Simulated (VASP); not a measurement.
# MoS2 in VASP: a series of runs, part 2 of 3

VASP 6.6.1. Earlier steps stand in the parts before.

**3. Single point, LDA+U**

This run uses another cell than the first one.

The input, INCAR:

```
SYSTEM = MoS2
PREC     = Accurate       ! precision mode
ENCUT    = 520            ! plane-wave cutoff, eV
EDIFF    = 1E-6           ! SCF threshold, eV
ISMEAR   = -1             ! smearing method
SIGMA    = 0.05           ! smearing width, eV
LREAL    = .FALSE.        ! projectors in reciprocal space
LASPH    = .TRUE.         ! aspherical terms in the spheres
NELM     = 150            ! most SCF steps
ALGO     = Normal         ! electronic algorithm
ISIF     = 2              ! what is computed and relaxed
LWAVE    = .FALSE.        ! write WAVECAR
LCHARG   = .FALSE.        ! write CHGCAR
LMAXMIX  = 4              ! l up to which the mixer works
LDAU     = .TRUE.         ! DFT+U
LDAUTYPE = 2            
LDAUL    = 2 -1           ! shell
LDAUU    = 3 0            ! U, eV
LDAUJ    = 0 0          
LDAUPRINT= 1            
GGA      = CA             ! functional
NBANDS   = 35             ! bands
```

The input, KPOINTS:

```
Automatic mesh
0
G
  10 10 2
  0 0 0
```

The input, POSCAR:

```
MoS2
1.0
    3.1212767385      0.0000000000      0.0000000000
   -1.5606383692      2.7031049478      0.0000000000
    0.0000000000      0.0000000000     21.3496274587
Mo S
2 4
Direct
    0.3333333333      0.6666666667      0.8588306188
    0.6666666667      0.3333333333      0.1411693812
    0.6666666667      0.3333333333      0.7861771610
    0.3333333333      0.6666666667      0.0683743438
    0.6666666667      0.3333333333      0.9316256562
    0.3333333333      0.6666666667      0.2138228390
```

Potentials or basis: VASP PAW LDA potentials, release 64 (Mo_sv, S).

On the command line:

```
> cat potpaw_LDA.64/Mo_sv/POTCAR potpaw_LDA.64/S/POTCAR > POTCAR
> mpirun -np 1 vasp_std > vasp.out
```

OUTCAR:

```text
SYSTEM = MoS2
   PREC = Accurate
   ENCUT = 520
   EDIFF = 1E-6
   ISMEAR = -1
   LREAL = .FALSE.
   LASPH = .TRUE.
   NELM = 150
   ISIF = 2
   GGA = CA

 ion  position               nearest neighbor table
   1  0.333  0.667  0.859-   3 2.38   3 2.38   3 2.38   5 2.38   5 2.38   5 2.38
   2  0.667  0.333  0.141-   6 2.38   6 2.38   6 2.38   4 2.38   4 2.38   4 2.38
   3  0.667  0.333  0.786-   1 2.38   1 2.38   1 2.38
   4  0.333  0.667  0.068-   2 2.38   2 2.38   2 2.38
   5  0.667  0.333  0.932-   1 2.38   1 2.38   1 2.38
   6  0.333  0.667  0.214-   2 2.38   2 2.38   2 2.38

  LATTYP: Found a hexagonal cell.
 ALAT       =     3.1212767385
 C/A-ratio  =     6.8400302977

  Lattice vectors:

 A1 = (   3.1212767385,   0.0000000000,   0.0000000000)
 A2 = (  -1.5606383692,   2.7031049478,   0.0000000000)
 A3 = (   0.0000000000,   0.0000000000,  21.3496274587)

Analysis of symmetry for initial positions (statically):
=====================================================================
 Subroutine PRICEL returns:
 Original cell was already a primitive cell.

 Routine SETGRP: Setting up the symmetry group for a
 hexagonal supercell.

 Subroutine GETGRP returns: Found 12 space group operations
 (whereof 12 operations were pure point group operations)
 out of a pool of 24 trial point group operations.

The static configuration has the point symmetry D_3d.

Analysis of symmetry for dynamics (positions and initial velocities):
=====================================================================
 Subroutine PRICEL returns:
 Original cell was already a primitive cell.

[... 217 lines left out ...]
  o =  0.4035  v = -0.8105  0.0168 -0.0000 -0.0233  0.5851  0.0000  0.0000  0.0000  0.0000  0.0000      0.0000  0.0000  0.0000  0.0000  0.0000  0.0000  0.0000  0.0000  0.0000  0.0000
  o =  0.4035  v =  0.0000  0.0000  0.0000  0.0000  0.0000 -0.5851 -0.0233 -0.0000 -0.0168 -0.8105      0.0000  0.0000  0.0000  0.0000  0.0000  0.0000  0.0000  0.0000  0.0000  0.0000
  o =  0.4035  v = -0.5851 -0.0233 -0.0000 -0.0168 -0.8105  0.0000  0.0000  0.0000  0.0000  0.0000      0.0000  0.0000  0.0000  0.0000  0.0000  0.0000  0.0000  0.0000  0.0000  0.0000
  o =  0.4257  v = -0.0000  0.0000  1.0000 -0.0000  0.0000  0.0000  0.0000  0.0000  0.0000  0.0000      0.0000  0.0000  0.0000  0.0000  0.0000  0.0000  0.0000  0.0000  0.0000  0.0000
  o =  0.4257  v =  0.0000  0.0000  0.0000  0.0000  0.0000 -0.0000  0.0000  1.0000 -0.0000  0.0000      0.0000  0.0000  0.0000  0.0000  0.0000  0.0000  0.0000  0.0000  0.0000  0.0000

 number of electron      52.0000004 magnetization

 Free energy of the ion-electron system (eV)
  ---------------------------------------------------
  ext. energy  EPLUGINS =         0.00000000
  ---------------------------------------------------
  free energy    TOTEN  =       -41.61291388 eV

  energy without entropy =      -41.61291355  energy(sigma->0) =      -41.61291372

 E-fermi :   2.5923     XC(G=0):  -6.9264

 val. band max:        2.0211960270   @ k =   0.0000   0.0000   0.0000
 cond. band min:       3.2709759028   @ k =   0.2000   0.2000   0.0000
 fundamental gap:      1.2497798758
 Fermi energy:         2.5922604519

 k-point     1 :       0.0000    0.0000    0.0000
  band No.  band energies     occupation
      1     -59.1773      2.00000
      2     -59.1773      2.00000
      3     -33.5542      2.00000
      4     -33.5541      2.00000
      5     -33.2752      2.00000
      6     -33.2752      2.00000
[... 901 lines left out ...]
     34       6.1285      0.00000
     35       7.9588      0.00000

 [... further k-points ...]

------------------------ aborting loop because EDIFF is reached ----------------------------------------

  FORCE on cell =-STRESS in cart. coord.  units (eV):
  Direction    XX          YY          ZZ          XY          YZ          ZX
  --------------------------------------------------------------------------------------
  -------------------------------------------------------------------------------------
  Total        1.2633642      1.2633642      1.4251579      0.0000000      0.0000000      0.0000000
  in kB       11.2370847     11.2370847     12.6761712      0.0000000      0.0000000      0.0000000
  external PRESSURE =      11.7167802 kB  Pullay stress =       0.0000000 kB

 VOLUME and BASIS-vectors are now :
 -----------------------------------------------------------------------------
  energy-cutoff  :      520.00
  volume of cell :      180.13
      direct lattice vectors                 reciprocal lattice vectors
     3.121276739  0.000000000  0.000000000     0.320381717  0.184972470  0.000000000
    -1.560638369  2.703104948  0.000000000     0.000000000  0.369944941  0.000000000
     0.000000000  0.000000000 21.349627459     0.000000000  0.000000000  0.046839225

 POSITION                                       TOTAL-FORCE (eV/Angst)
 -----------------------------------------------------------------------------------
     -0.00000      1.80207     18.33571         0.000000      0.000000      0.001226
      1.56064      0.90103      3.01391         0.000000      0.000000     -0.001226
      1.56064      0.90103     16.78459         0.000000      0.000000     -0.235373
     -0.00000      1.80207      1.45977        -0.000000     -0.000000     -0.229444
      1.56064      0.90103     19.88986        -0.000000      0.000000      0.229444
     -0.00000      1.80207      4.56504        -0.000000      0.000000      0.235373
 -----------------------------------------------------------------------------------
    total drift:                                0.000000      0.000000     -0.000000

  FREE ENERGIE OF THE ION-ELECTRON SYSTEM (eV)
  ---------------------------------------------------
  free  energy   TOTEN  =       -41.6129138812 eV

  energy  without entropy=      -41.6129135521  energy(sigma->0) =      -41.61291372
```

OSZICAR:

```text
N       E                     dE             d eps       ncg     rms          rms(c)
DAV:   1     0.466460007701E+03    0.46646E+03   -0.28051E+04  2272   0.131E+03
DAV:   2    -0.164959620473E+02   -0.48296E+03   -0.46830E+03  2427   0.346E+02
DAV:   3    -0.440737916352E+02   -0.27578E+02   -0.27052E+02  2405   0.753E+01
[... 14 lines left out ...]
DAV:  18    -0.416128843156E+02   -0.82633E-04   -0.48731E-06  1813   0.849E-03    0.723E-03
DAV:  19    -0.416129007420E+02   -0.16426E-04   -0.64709E-07  1635   0.398E-03    0.281E-03
DAV:  20    -0.416129123958E+02   -0.11654E-04   -0.67604E-07  1541   0.282E-03    0.147E-03
DAV:  21    -0.416129134663E+02   -0.10705E-05   -0.44638E-08  1250   0.877E-04    0.726E-04
DAV:  22    -0.416129138812E+02   -0.41492E-06   -0.19291E-08  1177   0.486E-04
   1 F= -.41612914E+02 E0= -.41612914E+02  d E =-.329122E-06
```

Wall time 2.5 min (1 thread of Oxide Virtual Turin-like, shared host); peak memory 0.29 GiB.

Results:

```yaml
Free_energy: -41.6129 eV
Largest_force: 0.235 eV/Å
Band_gap_on_the_k_mesh: 1.25 eV (least direct gap 2.02 eV)
```

Forces in eV/Å, atoms in the order of the input:
```
Mo   0.000  0.000  0.001
Mo   0.000  0.000 -0.001
S    0.000  0.000 -0.235
S    0.000  0.000 -0.229
S    0.000  0.000  0.229
S    0.000  0.000  0.235
```

Levels at points of the mesh, in eV from the valence-band top:
```
           k point  band 23  band 24  band 25  band 26  band 27  band 28  band 29  band 30
(0.00, 0.00, 0.00)    -1.93    -1.85    -0.84     0.00     2.42     2.42     2.44     2.44
(0.50, 0.00, 0.00)    -1.47    -1.34    -1.26    -1.19     1.96     1.99     2.36     2.54
(0.00, 0.00, 0.50)    -1.93    -1.85    -0.84     0.00     2.42     2.42     2.44     2.44
(0.50, 0.00, 0.50)    -1.47    -1.34    -1.26    -1.19     1.96     1.99     2.36     2.54
```

Eigenvalues of the final occupation matrices:
| site | spin | trace | eigenvalues |
| --- | --- | --- | --- |
| site 1 d | 1 | 2.02 | 0.39 0.39 0.40 0.40 0.43 |
| site 1 d | 2 | 2.02 | 0.39 0.39 0.40 0.40 0.43 |
| site 2 d | 1 | 2.02 | 0.39 0.39 0.40 0.40 0.43 |
| site 2 d | 2 | 2.02 | 0.39 0.39 0.40 0.40 0.43 |

Caveat: there is no dipole correction, which matters where the two faces differ.

**4. Single point, LDA+U**

This run uses another cell than the first one.

The input, INCAR:

```
PREC     = Accurate       # precision mode
ENCUT    = 520            # plane-wave cutoff, eV
EDIFF    = 1E-7           # SCF threshold, eV
ISMEAR   = -1             # smearing method
SIGMA    = 0.05           # smearing width, eV
LREAL    = False          # projectors in reciprocal space
LASPH    = True           # aspherical terms in the spheres
NELM     = 150            # most SCF steps
ALGO     = Normal         # electronic algorithm
ISIF     = 2              # what is computed and relaxed
LWAVE    = False          # write WAVECAR
LCHARG   = True           # write CHGCAR
LMAXMIX  = 4              # l up to which the mixer works
LDAU     = True           # DFT+U
LDAUTYPE = 2            
LDAUL    = 2 -1           # shell
LDAUU    = 4 0            # U, eV
LDAUJ    = 0 0          
LDAUPRINT= 1            
LELF     = True           # ELF
LVHAR    = True         
NBANDS   = 35             # bands
```

The input, KPOINTS:

```
Automatic mesh
0
Gamma
  10 10 2
```

The input, POSCAR:

```
MoS2
1.0
    3.1217797954      0.0000000000      0.0000000000
   -1.5608898977      2.7035406079      0.0000000000
    0.0000000000      0.0000000000     21.3471779357
Mo S
2 4
Direct
    0.3333333333      0.6666666667      0.8589433836
    0.6666666667      0.3333333333      0.1410566164
    0.6666666667      0.3333333333      0.7863027537
    0.3333333333      0.6666666667      0.0682752992
    0.6666666667      0.3333333333      0.9317247008
    0.3333333333      0.6666666667      0.2136972463
```

Potentials or basis: VASP PAW LDA potentials, release 64 (Mo_sv, S).

On the command line:

```
> cat potpaw_LDA.64/Mo_sv/POTCAR potpaw_LDA.64/S/POTCAR > POTCAR
> mpirun -np 1 vasp_std > vasp.out
```

OUTCAR:

```text
PREC = Accurate
   ENCUT = 520
   EDIFF = 1E-7
   ISMEAR = -1
   LREAL = False
   LASPH = True
   NELM = 150
   ISIF = 2

 ion  position               nearest neighbor table
   1  0.333  0.667  0.859-   3 2.38   3 2.38   3 2.38   5 2.38   5 2.38   5 2.38
   2  0.667  0.333  0.141-   6 2.38   6 2.38   6 2.38   4 2.38   4 2.38   4 2.38
   3  0.667  0.333  0.786-   1 2.38   1 2.38   1 2.38
   4  0.333  0.667  0.068-   2 2.38   2 2.38   2 2.38
   5  0.667  0.333  0.932-   1 2.38   1 2.38   1 2.38
   6  0.333  0.667  0.214-   2 2.38   2 2.38   2 2.38

  LATTYP: Found a hexagonal cell.
 ALAT       =     3.1217797954
 C/A-ratio  =     6.8381434101

  Lattice vectors:

 A1 = (   3.1217797954,   0.0000000000,   0.0000000000)
 A2 = (  -1.5608898977,   2.7035406079,   0.0000000000)
 A3 = (   0.0000000000,   0.0000000000,  21.3471779357)

Analysis of symmetry for initial positions (statically):
=====================================================================
 Subroutine PRICEL returns:
 Original cell was already a primitive cell.

 Routine SETGRP: Setting up the symmetry group for a
 hexagonal supercell.

 Subroutine GETGRP returns: Found 12 space group operations
[... 247 lines left out ...]
 fundamental gap:      1.2528662013
 Fermi energy:         2.6042038011

 k-point     1 :       0.0000    0.0000    0.0000
  band No.  band energies     occupation
      1     -59.2631      2.00000
      2     -59.2631      2.00000
      3     -33.6319      2.00000
      4     -33.6318      2.00000
      5     -33.3607      2.00000
      6     -33.3607      2.00000
[... 901 lines left out ...]
     34       6.1489      0.00000
     35       7.9502      0.00000

 [... further k-points ...]

------------------------ aborting loop because EDIFF is reached ----------------------------------------

  FORCE on cell =-STRESS in cart. coord.  units (eV):
  Direction    XX          YY          ZZ          XY          YZ          ZX
  --------------------------------------------------------------------------------------
  -------------------------------------------------------------------------------------
  Total        1.6678376      1.6678376      1.9262273     -0.0000000      0.0000000     -0.0000000
  in kB       14.8316243     14.8316243     17.1294131     -0.0000000      0.0000000     -0.0000000
  external PRESSURE =      15.5975539 kB  Pullay stress =       0.0000000 kB

 VOLUME and BASIS-vectors are now :
 -----------------------------------------------------------------------------
  energy-cutoff  :      520.00
  volume of cell :      180.17
      direct lattice vectors                 reciprocal lattice vectors
     3.121779795  0.000000000  0.000000000     0.320330089  0.184942663  0.000000000
    -1.560889898  2.703540608  0.000000000     0.000000000  0.369885326  0.000000000
     0.000000000  0.000000000 21.347177936     0.000000000  0.000000000  0.046844599

 POSITION                                       TOTAL-FORCE (eV/Angst)
 -----------------------------------------------------------------------------------
     -0.00000      1.80236     18.33602         0.000000      0.000000      0.000720
      1.56089      0.90118      3.01116        -0.000000     -0.000000     -0.000720
      1.56089      0.90118     16.78534        -0.000000      0.000000     -0.314571
     -0.00000      1.80236      1.45748         0.000000      0.000000     -0.306288
      1.56089      0.90118     19.88969         0.000000      0.000000      0.306288
     -0.00000      1.80236      4.56183         0.000000      0.000000      0.314571
 -----------------------------------------------------------------------------------
    total drift:                                0.000000      0.000000     -0.000000

  FREE ENERGIE OF THE ION-ELECTRON SYSTEM (eV)
  ---------------------------------------------------
  free  energy   TOTEN  =       -39.2106323682 eV

  energy  without entropy=      -39.2106320470  energy(sigma->0) =      -39.21063221
```

stdout:

```text
POSCAR found type information on POSCAR MoS
 POSCAR found :  2 types and       6 ions
 scaLAPACK will be used
 LDA part: xc-table for (Slater(with rela. corr.)+CA(PZ))
 , standard interpolation
 POSCAR, INCAR and KPOINTS ok, starting setup
 FFT: planning ... GRIDC
 FFT: planning ... GRID_SOFT
 FFT: planning ... GRID
 WAVECAR not read
 entering main loop
```

Wall time 2.9 min (1 thread of Oxide Virtual Turin-like, shared host); peak memory 0.28 GiB.

Results:

```
Free energy            : -39.2106 eV
Largest force          : 0.315 eV/Å
Band gap on the k mesh : 1.25 eV (least direct gap 2.00 eV)
```

Forces on the atoms (eV/Å):
```
Mo   0.000  0.000  0.001
Mo   0.000  0.000 -0.001
S    0.000  0.000 -0.315
S    0.000  0.000 -0.306
S    0.000  0.000  0.306
S    0.000  0.000  0.315
```

Levels at points of the mesh, in eV from the valence-band top:
```tsv
k point	band 22	band 23	band 24	band 25	band 26	band 27	band 28	band 29	band 30	band 31
(0.00, 0.00, 0.00)	-1.91	-1.91	-1.85	-0.84	0.00	2.42	2.42	2.45	2.45	2.65
(0.50, 0.00, 0.00)	-2.40	-1.49	-1.36	-1.27	-1.20	1.98	2.01	2.36	2.53	3.26
(0.00, 0.00, 0.50)	-1.91	-1.91	-1.85	-0.84	0.00	2.42	2.42	2.45	2.45	2.65
(0.50, 0.00, 0.50)	-2.40	-1.49	-1.36	-1.27	-1.20	1.98	2.01	2.36	2.53	3.26
```

Eigenvalues of the final occupation matrices:
```
    site  spin  trace               eigenvalues
site 1 d     1   2.00  0.39 0.39 0.40 0.40 0.43
site 1 d     2   2.00  0.39 0.39 0.40 0.40 0.43
site 2 d     1   2.00  0.39 0.39 0.40 0.40 0.43
site 2 d     2   2.00  0.39 0.39 0.40 0.40 0.43
```

Caveat: there is no dipole correction, which matters where the two faces differ.

(Continued in part 3 of 3.)
